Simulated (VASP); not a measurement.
Write the native input for VASP 6.6.1 that does the following.

```
Task                   : single point
Functional             : PBEsol
Potentials or basis    : VASP PAW PBE potentials, release 64 (Zr_sv, H)
Cutoff                 : 520 eV
k mesh                 : 8 × 8 × 8
Occupations            : gaussian, width 0.01 eV
Spin                   : no spin polarisation
Dipole correction      : no
Further INCAR settings : ALGO = Normal; EDIFF = 1e-06; NBANDS = 14
```

The structure of ZrH2 lies in POSCAR:

```
ZrH2
1.0
    0.0000000000      2.4487275127      2.4487275127
    2.4487275127      0.0000000000      2.4487275127
    2.4487275127      2.4487275127      0.0000000000
Zr H
1 2
Direct
    0.0000000000      0.0000000000      0.0000000000
    0.7500000000      0.7500000000      0.7500000000
    0.2500000000      0.2500000000      0.2500000000
```

The input as run:

INCAR

```
PREC = Accurate ; ENCUT = 520
EDIFF = 1E-6 ; ISMEAR = 0
SIGMA = 0.01 ; LREAL = False
LASPH = True ; NELM = 100
ALGO = Normal ; ISIF = 2
LWAVE = False ; LCHARG = False
GGA = PS ; NBANDS = 14
```

KPOINTS

```
Automatic mesh
0
Gamma
  8 8 8
```

Potentials or basis: VASP PAW PBE potentials, release 64 (Zr_sv, H).

Command:

```sh
$ cat potpaw_PBE.64/Zr_sv/POTCAR potpaw_PBE.64/H/POTCAR > POTCAR
$ mpirun -np 1 vasp_std > vasp.out
```

It gave:

```yaml
Pressure: -10.1 GPa
Band_gap_on_the_k_mesh: zero (bands 7 and 8 overlap by 0.40 eV)
```

Caveat: the cell stands under tension; the PAW data sets were made with another functional, which shifts forces and pressure a little.

Wall time 28 s on 1 thread of Intel Xeon 8259CL, with other jobs on the host, peak memory 0.16 GiB.
